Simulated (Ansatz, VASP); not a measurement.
One calculation of WC, two programs

Contents of POSCAR:

```
WC
1.0
    0.0000000000      2.2915362521      2.1824154782
    2.2915362521      0.0000000000      2.1824154782
    2.2915362521      2.2915362521      0.0000000000
W C
1 1
Direct
    0.0000000000      0.0000000000      0.0000000000
    0.5000000000      0.5000000000      0.5000000000
```

File INCAR.step1:

```
PREC = Accurate
ENCUT = 520
ISMEAR = 0
SIGMA = 0.15
LREAL = F
LASPH = T
NELM = 80
NBANDS = 16
GGA = PE
ALGO = Normal
EDIFF = 1E-4
LWAVE = T
LCHARG = F
```

File INCAR.step2:

```
PREC = Accurate
ENCUT = 520
EDIFF = 1E-6
ISMEAR = 0
SIGMA = 0.15
LREAL = F
LASPH = T
NELM = 80
ALGO = Normal
ISIF = 2
LWAVE = F
LCHARG = F
METAGGA = R2SCAN
LMIXTAU = T
NBANDS = 16
ISTART = 1
```

File KPOINTS:

```
regular mesh
0
Gamma
  24 24 24
```

Input for Ansatz:

```yaml
crystal:
  lattice:
    - [0.0, 2.2915362521, 2.1824154782]
    - [2.2915362521, 0.0, 2.1824154782]
    - [2.2915362521, 2.2915362521, 0.0]
  atoms:
    - { symbol: W, position: [0.0, 0.0, 0.0] }
    - { symbol: C, position: [0.5, 0.5, 0.5] }
basis:
  ecutwfc: 500
kpoints:
  mp_grid: { grid: [24, 24, 24] }
hamiltonian:
  xc: r2scan
scf:
  occupations: { method: gaussian, width: 0.15 }
output:
  forces: true
  stress: true
  eigenvalues: true
```

Change from the starting cell: strain +0.050 along x and y, +0.000 along z, atoms carried along.

Alike in both runs: task single point; functional r2SCAN; k mesh 24 × 24 × 24; occupations gaussian, width 0.15 eV; no spin polarisation.

|  | VASP | Ansatz |
| --- | --- | --- |
| version | VASP 6.6.1 | Ansatz 0.2.0 |
| potentials or method | VASP PAW PBE potentials, release 64 (W_sv, C), cutoff 520 eV | scalar-relativistic, plane waves, PAW |
| valence electrons in the cell | 18 | 18 |

VASP gave:

```
gap on the k mesh at the Fermi level (eV)                     : none
pressure (GPa)                                                : -27.4
traceless stress, the component that is largest in VASP (GPa) : 11.97
```

Which values does Ansatz return?

gap on the k mesh at the Fermi level (eV): none; pressure (GPa): -28.6; traceless stress, the component that is largest in VASP (GPa): 11.98.

VASP's potentials were made for PBE, not for r2SCAN. A gap of «none» marks a metal or a gap that the smearing closes.

Spin-orbit coupling is off throughout.
